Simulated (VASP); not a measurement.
# Pt: relaxation of shape and atoms at fixed volume with LDA

Crystal: Pt.

```
Pt
1.0
     2.56091    0.00000    0.00000
    -1.28045    2.21781    0.00000
     0.00000    0.00000    4.39544
Pt
2
Direct
  0.33333 0.66667 0.25000
  0.66667 0.33333 0.75000
```

```yaml
Program: VASP 6.6.1
Task: relaxation of shape and atoms at fixed volume
Functional: LDA
Potentials_or_basis: VASP PAW LDA potentials, release 64 (Pt)
Cutoff: 600 eV
k_mesh: 16 × 16 × 9
Occupations: fermi-dirac, width 0.08 eV
Spin: no spin polarisation
Dipole_correction: no
Further_INCAR_settings: ALGO = Normal; EDIFF = 1e-06; IBRION = 2; EDIFFG = -0.005; NSW = 50; ISIF = 4
```

```yaml
Energy_gained_by_relaxing: 3.4 meV/atom
Ionic_steps: 3
Pressure_after_relaxing: 84.6 GPa
Band_gap_on_the_k_mesh: zero (band 10 reaches 15.90 eV, above the bottom of band 11 at 14.09 eV)
```

The path:
| step | energy change (eV) | largest force (eV/Å) | pressure (GPa) | volume (Å³) |
| --- | --- | --- | --- | --- |
| 1 | 0.0000 | 0.0000 | 85.05 | 24.96 |
| 2 | 0.0006 | 0.0000 | 84.53 | 24.96 |
| 3 | -0.0068 | 0.0000 | 84.64 | 24.96 |

Final structure:
```
CELL_PARAMETERS angstrom
2.57419 0.00000 0.00000
-1.28709 2.22931 0.00000
0.00000 0.00000 4.35020
ATOMIC_POSITIONS crystal
Pt 0.33333 0.66667 0.25000
Pt 0.66667 0.33333 0.75000
```

Levels at points of the mesh, in eV from the Fermi level:
| k point | band 6 | band 7 | band 8 | band 9 | band 10 | band 11 | band 12 | band 13 | band 14 |
| --- | --- | --- | --- | --- | --- | --- | --- | --- | --- |
| (0.00, 0.00, 0.00) | -4.41 | -4.41 | -2.95 | -2.95 | -1.58 | -0.38 | -0.38 | 6.83 | 14.21 |
| (0.50, 0.00, 0.00) | -4.20 | -4.04 | 0.18 | 0.31 | 0.67 | 2.79 | 4.57 | 8.57 | 10.33 |

It took 34 s on 1 thread of Intel(R) Xeon(R) 6975P-C (Granite Rapids), on a shared host, peak memory 0.17 GiB.

Caveat: spin-orbit coupling is left out, which moves the levels of the heavy elements.
